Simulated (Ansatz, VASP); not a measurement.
Si in VASP and in Ansatz

```xyz
2
Lattice="0.0000 2.6979 2.6979 2.6979 0.0000 2.6979 2.6979 2.6979 0.0000" Properties=species:S:1:pos:R:3 pbc="T T T"
Si    1.3490    1.3490    1.3490
Si    5.3958    5.3958    5.3958
```

Alike in both runs: functional revPBE; dispersion D3(BJ); k mesh 6 × 6 × 6; no spin polarisation.

Ansatz relaxed the structure, and its values are those at the end. VASP's run is a single point on that final structure, the one shown.

|  | VASP | Ansatz |
| --- | --- | --- |
| version | VASP 6.6.1 | Ansatz 0.2.0 |
| potentials or method | VASP PAW PBE potentials, release 64 (Si), cutoff 500 eV | plane waves, PAW |
| occupations | gaussian, width 0.01 eV | fixed |
| valence electrons in the cell | 8 | 8 |

```tsv
	VASP	Ansatz	Ansatz less VASP
pressure (GPa)	-0.2	0.0	+0.22
```

VASP's potentials were made for PBE, not for revPBE.
